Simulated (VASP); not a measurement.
# InP (rocksalt type) (Fm-3m) in VASP: density of states with PBEsol

Aim: the density of states of InP (rocksalt type) with PBEsol.

Program: VASP 6.6.1. These are calculated values, not measurements. Logs are shortened: lines on timing, memory, paths and dates and some standing lists are left out, and cuts for length are marked.

### 1 The cell of the first run

Symmetry: Fm-3m, No. 225, cubic system. The conventional cell has a = 5.232 Å, b = 5.232 Å, c = 5.232 Å, α = 90.00°, β = 90.00°, γ = 90.00°. Within 3.5 Å of In (site symmetry m-3m) lie 6 P at 2.62 Å. P (site symmetry m-3m) has 6 In at 2.62 Å within 3.5 Å.

### 2 Density of states, PBEsol (volume scaled by 0.88)

POSCAR reads:

```
InP
1.0
    0.0000000000      2.6160082944      2.6160082944
    2.6160082944      0.0000000000      2.6160082944
    2.6160082944      2.6160082944      0.0000000000
In P
1 1
Direct
    0.0000000000      0.0000000000      0.0000000000
    0.5000000000      0.5000000000      0.5000000000
```

INCAR.step1 reads:

```
PREC     = Accurate       # precision mode
ENCUT    = 520            # plane-wave cutoff, eV
EDIFF    = 1E-7           # SCF threshold, eV
ISMEAR   = -1             # smearing method
SIGMA    = 0.1            # smearing width, eV
LREAL    = False          # projectors in reciprocal space
LASPH    = True           # aspherical terms in the spheres
NELM     = 80             # most SCF steps
ALGO     = Normal         # electronic algorithm
ISIF     = 2              # what is computed and relaxed
LWAVE    = False          # write WAVECAR
LCHARG   = True           # write CHGCAR
GGA      = PS             # functional
NBANDS   = 16             # bands
```

KPOINTS.step1 reads:

```
regular mesh
0
Gamma
  13 13 13
```

INCAR.step2 reads:

```
PREC     = Accurate       # precision mode
ENCUT    = 520            # plane-wave cutoff, eV
EDIFF    = 1E-7           # SCF threshold, eV
ISMEAR   = -5             # smearing method
SIGMA    = 0.1            # smearing width, eV
LREAL    = False          # projectors in reciprocal space
LASPH    = True           # aspherical terms in the spheres
NELM     = 80             # most SCF steps
ALGO     = Normal         # electronic algorithm
ISIF     = 2              # what is computed and relaxed
LWAVE    = False          # write WAVECAR
LCHARG   = False          # write CHGCAR
GGA      = PS             # functional
LORBIT   = 11             # projections on sites
NBANDS   = 16             # bands
NEDOS    = 2001           # points of the DOS
ICHARG   = 11             # starting density
```

KPOINTS.step2 reads:

```
regular mesh
0
Gamma
  20 20 20
```

Potentials or basis: VASP PAW PBE potentials, release 64 (In_d, P).

On the command line:

```console
$ cat potpaw_PBE.64/In_d/POTCAR potpaw_PBE.64/P/POTCAR > POTCAR
$ cp INCAR.step1 INCAR
$ cp KPOINTS.step1 KPOINTS
$ mpirun -np 1 vasp_std > vasp.out
$ cp INCAR.step2 INCAR
$ cp KPOINTS.step2 KPOINTS
$ mpirun -np 1 vasp_std > vasp.out
```

OUTCAR:

```text
PREC = Accurate
   ENCUT = 520
   EDIFF = 1E-7
   ISMEAR = -5
   LREAL = False
   LASPH = True
   NELM = 80
   ISIF = 2
   GGA = PS
   LORBIT = 11
   ICHARG = 11

 ion  position               nearest neighbor table
   1  0.000  0.000  0.000-   2 2.62   2 2.62   2 2.62   2 2.62   2 2.62   2 2.62
   2  0.500  0.500  0.500-   1 2.62   1 2.62   1 2.62   1 2.62   1 2.62   1 2.62

  LATTYP: Found a face centered cubic cell.
 ALAT       =     5.2320165888

  Lattice vectors:

 A1 = (   0.0000000000,   2.6160082944,   2.6160082944)
 A2 = (   2.6160082944,   0.0000000000,   2.6160082944)
 A3 = (   2.6160082944,   2.6160082944,   0.0000000000)

Analysis of symmetry for initial positions (statically):
=====================================================================
 Subroutine PRICEL returns:
 Original cell was already a primitive cell.

 Routine SETGRP: Setting up the symmetry group for a
 face centered cubic supercell.

 Subroutine GETGRP returns: Found 48 space group operations
 (whereof 48 operations were pure point group operations)
 out of a pool of 48 trial point group operations.

The static configuration has the point symmetry O_h .

Analysis of symmetry for dynamics (positions and initial velocities):
=====================================================================
 Subroutine PRICEL returns:
 Original cell was already a primitive cell.

 Routine SETGRP: Setting up the symmetry group for a
 face centered cubic supercell.

 Subroutine GETGRP returns: Found 48 space group operations
 (whereof 48 operations were pure point group operations)
 out of a pool of 48 trial point group operations.

The dynamic configuration has the point symmetry O_h .

 Subroutine INISYM returns: Found 48 space group operations
 (whereof 48 operations are pure point group operations),
 and found     1 'primitive' translations

----------------------------------------------------------------------------------------

                                     Primitive cell

  volume of cell :      35.8053

  direct lattice vectors                    reciprocal lattice vectors
     0.000000000  2.616008294  2.616008294    -0.191130892  0.191130892  0.191130892
     2.616008294  0.000000000  2.616008294     0.191130892 -0.191130892  0.191130892
     2.616008294  2.616008294  0.000000000     0.191130892  0.191130892 -0.191130892

  length of vectors
     3.699594409  3.699594409  3.699594409     0.331048417  0.331048417  0.331048417

  position of ions in fractional coordinates (direct lattice)
     0.000000000  0.000000000  0.000000000
     0.500000000  0.500000000  0.500000000

  ion indices of the primitive-cell ions
   primitive index   ion index
                 1           1
                 2           2

----------------------------------------------------------------------------------------

 KPOINTS: regular mesh

Automatic generation of k-mesh.
 Grid dimensions read from file:
 generate k-points for:   20   20   20

 Generating k-lattice:

  Cartesian coordinates                     Fractional coordinates (reciprocal lattice)
    -0.009556545  0.009556545  0.009556545     0.050000000  0.000000000  0.000000000
     0.009556545 -0.009556545  0.009556545     0.000000000  0.050000000  0.000000000
     0.009556545  0.009556545 -0.009556545     0.000000000  0.000000000  0.050000000

  Length of vectors
     0.016552421  0.016552421  0.016552421

  Shift w.r.t. Gamma in fractional coordinates (k-lattice)
     0.000000000  0.000000000  0.000000000

 TETIRR: Found   1093 inequivalent tetrahedra from    48000

 Subroutine IBZKPT returns following result:
 ===========================================

 Found    256 irreducible k-points:

 Following reciprocal coordinates:
            Coordinates               Weight
  0.000000  0.000000  0.000000      1.000000
  0.050000  0.000000  0.000000      8.000000
  0.100000  0.000000  0.000000      8.000000
  0.150000  0.000000  0.000000      8.000000
  0.200000  0.000000  0.000000      8.000000
  0.250000  0.000000  0.000000      8.000000
[... 16 lines left out ...]
 -0.400000  0.050000  0.000000     24.000000
 -0.350000  0.050000  0.000000     24.000000
 [... further k-points ...]
   k-points           NKPTS =    256   k-points in BZ     NKDIM =    256   number of bands    NBANDS=     16
   number of dos      NEDOS =   2001   number of ions     NIONS =      2
   total plane-waves  NPLWV =  21952
   dimension x,y,z NGX =    28 NGY =   28 NGZ =   28
   dimension x,y,z NGXF=    56 NGYF=   56 NGZF=   56
   ions per type =               1   1
   NGX,Y,Z   is equivalent  to a cutoff of  12.58, 12.58, 12.58 a.u.
   NGXF,Y,Z  is equivalent  to a cutoff of  25.16, 25.16, 25.16 a.u.
 SYSTEM =  unknown system
   PREC   = accura    normal or accurate (medium, high low for compatibility)
   ISTART =      0    job   : 0-new  1-cont  2-samecut
   ICHARG =     11    charge: 1-file 2-atom 10-const
   ISPIN  =      1    spin polarized calculation?
   LNONCOLLINEAR =      F non collinear calculations
   LSORBIT =      F    spin-orbit coupling
   LASPH  =      T    aspherical Exc in radial PAW
   ENCUT  =  520.0 eV  38.22 Ry    6.18 a.u.   6.88  6.88  6.88*2*pi/ulx,y,z
   NELM   =     80;   NELMIN=  2; NELMDL=  0     # of ELM steps
   EDIFF  = 0.1E-06   stopping-criterion for ELM
   LREAL  =      F    real-space projection
   EDIFFG = 0.1E-05   stopping-criterion for IOM
   NSW    =      0    number of steps for IOM
   IBRION =     -1    ionic relax: 0-MD 1-quasi-New 2-CG
   NFREE  =      0    steps in history (QN), initial steepest desc. (CG)
   ISIF   =      2    stress and relaxation
   ISYM   =      2    0-nonsym 1-usesym 2-fastsym
   POTIM  = 0.5000    time-step for ionic-motion
   TEBEG  =    0.0;   TEEND  =   0.0 temperature during run
   PSTRESS=    0.0 pullay stress
   NELECT =      18.0000    total number of electrons
   NUPDOWN=      -1.0000    fix difference up-down
   EMIN   =  10.00;   EMAX   =-10.00  energy-range for DOS
   EFERMI =   0.00;   METHOD = LEGACY
   ISMEAR =    -5;   SIGMA  =   0.10  broadening in eV -4-tet -1-fermi 0-gaus
   EFERMI_NEDOS =   21; number of points for ismear=-14 and -15
   IALGO  =     38    algorithm
   IMIX   =      4    mixing-type and parameters
     AMIX     =   0.40;   BMIX     =  1.00
     AMIX_MAG =   1.60;   BMIX_MAG =  1.00
  volume/ion in A,a.u.               =      17.90       120.81
  Fermi-wavevector in a.u.,A,eV,Ry     =   1.301717  2.459888 23.054622  1.694467
  Thomas-Fermi vector in A             =   2.432832
   LORBIT       =     11    0 simple, 1 ext, 2 COOP (PROOUT), +10 PAW based schemes
   GGA     = PS    functional components
   LHFCALC =     F    Hartree Fock is set to
   AEXX    =    0.0000 exact exchange contribution
   IVDW    =     0    specifies the selected vdW correction
   LEPSILON=     F    determine dielectric tensor
   LRPA    =     F    only Hartree local field effects (RPA)
 non-spin polarized calculation
 Fermi weights with tetrahedron method with Bloechl corrections
  energy-cutoff  :      520.00
  volume of cell :       35.81
 maximum number of plane-waves:       982

 number of electron      18.0000002 magnetization

 Free energy of the ion-electron system (eV)
  ---------------------------------------------------
  ext. energy  EPLUGINS =         0.00000000
  ---------------------------------------------------
  free energy    TOTEN  =        -8.59452238 eV

  energy without entropy =       -8.59452238  energy(sigma->0) =       -8.59452238

 E-fermi :   9.2260     XC(G=0): -11.3536

 val. band max:        9.3275530984   @ k =   0.4000   0.0000   0.0000
 cond. band min:       9.2185304524   @ k =   0.3500   0.0000   0.0000
 fundamental gap:     -0.1090226459
 Fermi energy:         9.2260266851

 k-point     1 :       0.0000    0.0000    0.0000
  band No.  band energies     occupation
      1      -5.2314      2.00000
      2      -5.2314      2.00000
      3      -5.1925      2.00000
      4      -5.1925      2.00000
      5      -5.1925      2.00000
      6      -4.2334      2.00000
[... 8 lines left out ...]
     15      18.6869      0.00000
     16      18.6869      0.00000

 k-point     2 :       0.0500    0.0000    0.0000
  band No.  band energies     occupation
      1      -5.2334      2.00000
      2      -5.2334      2.00000
      3      -5.1930      2.00000
      4      -5.1899      2.00000
      5      -5.1899      2.00000
      6      -4.1957      2.00000
[... 8 lines left out ...]
     15      18.1198      0.00000
     16      18.4948      0.00000

 k-point     3 :       0.1000    0.0000    0.0000
  band No.  band energies     occupation
      1      -5.2402      2.00000
      2      -5.2402      2.00000
      3      -5.1947      2.00000
      4      -5.1810      2.00000
      5      -5.1810      2.00000
      6      -4.0824      2.00000
[... 8 lines left out ...]
     15      17.4844      0.00000
     16      18.3472      0.00000

 k-point     4 :       0.1500    0.0000    0.0000
  band No.  band energies     occupation
      1      -5.2523      2.00000
      2      -5.2523      2.00000
      3      -5.1983      2.00000
      4      -5.1656      2.00000
      5      -5.1656      2.00000
      6      -3.8940      2.00000
[... 8 lines left out ...]
     15      17.3754      0.00000
     16      18.1419      0.00000

 k-point     5 :       0.2000    0.0000    0.0000
  band No.  band energies     occupation
      1      -5.2684      2.00000
      2      -5.2684      2.00000
      3      -5.2041      2.00000
      4      -5.1451      2.00000
      5      -5.1451      2.00000
      6      -3.6326      2.00000
[... 8 lines left out ...]
     15      17.6714      0.00000
     16      18.0208      0.00000

 k-point     6 :       0.2500    0.0000    0.0000
  band No.  band energies     occupation
      1      -5.2866      2.00000
      2      -5.2866      2.00000
      3      -5.2114      2.00000
      4      -5.1219      2.00000
      5      -5.1219      2.00000
      6      -3.3030      2.00000
[... 8 lines left out ...]
     15      18.1470      0.00000
     16      18.1470      0.00000
[... 267 lines left out ...]
 k-point    21 :       0.5000    0.0500    0.0000
  band No.  band energies     occupation
      1      -5.3570      2.00000
      2      -5.3408      2.00000
      3      -5.2350      2.00000
      4      -5.0522      2.00000
      5      -5.0440      2.00000
      6      -1.5021      2.00000
[... 8 lines left out ...]
     15      20.8463      0.00000
     16      21.7790      0.00000

 k-point    22 :      -0.4500    0.0500    0.0000
  band No.  band energies     occupation
      1      -5.3531      2.00000
      2      -5.3426      2.00000
      3      -5.2345      2.00000
      4      -5.0507      2.00000
      5      -5.0481      2.00000
      6      -1.5553      2.00000
[... 8 lines left out ...]
     15      20.4946      0.00000
     16      21.7394      0.00000

 k-point    23 :      -0.4000    0.0500    0.0000
  band No.  band energies     occupation
      1      -5.3436      2.00000
      2      -5.3386      2.00000
      3      -5.2314      2.00000
      4      -5.0593      2.00000
      5      -5.0567      2.00000
      6      -1.8680      2.00000
[... 8 lines left out ...]
     15      19.8704      0.00000
     16      21.2408      0.00000

 k-point    24 :      -0.3500    0.0500    0.0000
  band No.  band energies     occupation
      1      -5.3294      2.00000
      2      -5.3293      2.00000
      3      -5.2262      2.00000
      4      -5.0766      2.00000
      5      -5.0693      2.00000
      6      -2.2931      2.00000
[... 8 lines left out ...]
     15      19.1688      0.00000
     16      20.5640      0.00000

 [... further k-points ...]

------------------------ aborting loop because EDIFF is reached ----------------------------------------

  FORCE on cell =-STRESS in cart. coord.  units (eV):
  Direction    XX          YY          ZZ          XY          YZ          ZX
  --------------------------------------------------------------------------------------
  -------------------------------------------------------------------------------------
  Total        3.2015685      3.2015685      3.2015685      0.0000000      0.0000000      0.0000000
  in kB      143.2603587    143.2603587    143.2603587      0.0000000      0.0000000      0.0000000
  external PRESSURE =     143.2603587 kB  Pullay stress =       0.0000000 kB

 VOLUME and BASIS-vectors are now :
 -----------------------------------------------------------------------------
  energy-cutoff  :      520.00
  volume of cell :       35.81
      direct lattice vectors                 reciprocal lattice vectors
     0.000000000  2.616008294  2.616008294    -0.191130892  0.191130892  0.191130892
     2.616008294  0.000000000  2.616008294     0.191130892 -0.191130892  0.191130892
     2.616008294  2.616008294  0.000000000     0.191130892  0.191130892 -0.191130892

 POSITION                                       TOTAL-FORCE (eV/Angst)
 -----------------------------------------------------------------------------------
      0.00000      0.00000      0.00000         0.000000     -0.000000     -0.000000
      2.61601      2.61601      2.61601         0.000000      0.000000      0.000000
 -----------------------------------------------------------------------------------
    total drift:                               -0.000000     -0.000000      0.000000

  FREE ENERGIE OF THE ION-ELECTRON SYSTEM (eV)
  ---------------------------------------------------
  free  energy   TOTEN  =        -8.5945223780 eV

  energy  without entropy=       -8.5945223780  energy(sigma->0) =       -8.59452238

 total charge

# of ion       s       p       d       tot
------------------------------------------
    1        0.849   0.756   9.936  11.541
    2        1.059   1.481   0.000   2.540
--------------------------------------------------
tot          1.908   2.237   9.936  14.081
```

Run time: 51 s. Hardware: 1 thread of Intel Xeon 6975P-C (Granite Rapids), shared host; peak memory 0.26 GiB.

Results:

```yaml
Valence_electrons_inside_the_program's_atomic_spheres: In 11.54; P 2.54
```

Levels at points of the mesh, in eV from the Fermi level:
| k point | band 5 | band 6 | band 7 | band 8 | band 9 | band 10 | band 11 | band 12 | band 13 | band 14 |
| --- | --- | --- | --- | --- | --- | --- | --- | --- | --- | --- |
| (0.00, 0.00, 0.00) | -14.42 | -13.46 | -0.44 | -0.44 | -0.44 | 1.97 | 7.08 | 7.08 | 7.08 | 9.11 |
| (0.50, 0.00, 0.00) | -14.27 | -10.76 | -7.68 | 0.22 | 0.22 | 2.45 | 3.25 | 3.25 | 6.52 | 11.59 |
| (0.50, 0.50, 0.00) | -14.22 | -9.00 | -6.17 | -2.98 | -2.98 | -2.38 | 3.38 | 11.31 | 11.31 | 11.56 |

Caveat: the PAW data sets were made with another functional, which shifts forces and pressure a little; spin-orbit coupling is left out, which moves the levels of the heavy elements; tetrahedron occupations give inexact forces and stress in metals.
